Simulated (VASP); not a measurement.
Input of a VASP 6.6.1 run:

INCAR

```
SYSTEM = Na
PREC     = Accurate       ! precision mode
ENCUT    = 520            ! plane-wave cutoff, eV
EDIFF    = 1E-7           ! SCF threshold, eV
ISMEAR   = 0              ! smearing method
SIGMA    = 0.15           ! smearing width, eV
LREAL    = .False.        ! projectors in reciprocal space
LASPH    = .True.         ! aspherical terms in the spheres
NELM     = 100            ! most SCF steps
ALGO     = Normal         ! electronic algorithm
ISIF     = 2              ! what is computed and relaxed
LWAVE    = .False.        ! write WAVECAR
LCHARG   = .True.         ! write CHGCAR
GGA      = CA             ! functional
LELF     = .True.         ! ELF
LVHAR    = .True.       
NBANDS   = 14             ! bands
```

Contents of KPOINTS:

```
Automatic mesh
0
Gamma
  15 15 8
  0 0 0
```

POSCAR

```
Na
1.0
    3.6209798977      0.0000000000      0.0000000000
   -1.8104899489      3.1358605780      0.0000000000
    0.0000000000      0.0000000000      5.8981745703
Na
2
Direct
    0.3333333333      0.6666666667      0.2500000000
    0.6666666667      0.3333333333      0.7500000000
```

Potentials or basis: VASP PAW LDA potentials, release 64 (Na_pv).

The run is started by

```console
$ cat potpaw_LDA.64/Na_pv/POTCAR > POTCAR
$ mpirun -np 1 vasp_std > vasp.out
```

(1) What does it give for the band gap on the k mesh?

(2) What does it give for the pressure?

Results:

(1) zero (bands 7 and 8 overlap by 4.59 eV).

(2) 0.0 GPa.
